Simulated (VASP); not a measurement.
Write the native input for VASP 6.6.1 that does the following.

| Quantity | Value |
| --- | --- |
| Task | relaxation of cell and atoms |
| Functional | PBE |
| Potentials or basis | VASP PAW PBE potentials, release 64 (Sb, P) |
| Cutoff | 600 eV |
| k mesh | 14 × 14 × 8 |
| Occupations | fermi-dirac, width 0.15 eV |
| Spin | no spin polarisation |
| Dipole correction | no |
| Further INCAR settings | ALGO = Normal; EDIFF = 1e-07; IBRION = 2; EDIFFG = -0.001; NSW = 80; ISIF = 3 |

The structure of SbP lies in POSCAR:

```
SbP
1.0
    2.9049270942      0.0000000000      0.0000000000
    0.0000000000      2.9049270942      0.0000000000
    0.0000000000      0.0000000000      5.5392747719
Sb P
1 1
Direct
    0.0000000000      0.0000000000      0.0000000000
    0.0000000000      0.0000000000      0.5000000000
```

One way to write it, as run:

INCAR

```
PREC     = Accurate       # precision mode
ENCUT    = 600            # plane-wave cutoff, eV
EDIFF    = 1E-7           # SCF threshold, eV
ISMEAR   = -1             # smearing method
SIGMA    = 0.15           # smearing width, eV
LREAL    = F              # projectors in reciprocal space
LASPH    = T              # aspherical terms in the spheres
NELM     = 100            # most SCF steps
ALGO     = Normal         # electronic algorithm
ISIF     = 3              # what is computed and relaxed
LWAVE    = F              # write WAVECAR
LCHARG   = F              # write CHGCAR
GGA      = PE             # functional
IBRION   = 2              # ionic algorithm
NSW      = 80             # ionic steps
EDIFFG   = -0.001         # ionic threshold
```

KPOINTS

```
Automatic mesh
0
Gamma
  14 14 8
```

Potentials or basis: VASP PAW PBE potentials, release 64 (Sb, P).

Run with:

```bash
$ cat potpaw_PBE.64/Sb/POTCAR potpaw_PBE.64/P/POTCAR > POTCAR
$ mpirun -np 1 vasp_std > vasp.out
```

Results of the run:

The relaxed volume is 23.42 Å³/atom and the relaxed cell is a = 2.908 Å, b = 2.908 Å, c = 5.539 Å, α = 90.00°, β = 90.00°, γ = 90.00°. The space group after relaxing (to 0.05 Å) is P4/mmm (No. 123), the energy gained by relaxing is 0.0 meV/atom and the ionic steps are 7. The pressure after relaxing is 0.0 GPa and the band gap on the k mesh is zero (band 5 reaches 10.27 eV, above the bottom of band 6 at 4.50 eV).

Caveat: spin-orbit coupling is left out, which moves the levels of the heavy elements.

Wall time 2.8 min on 1 thread of Intel(R) Xeon(R) Platinum 8375C CPU @ 2.90GHz (Ice Lake) (shared host), peak memory 0.26 GiB.
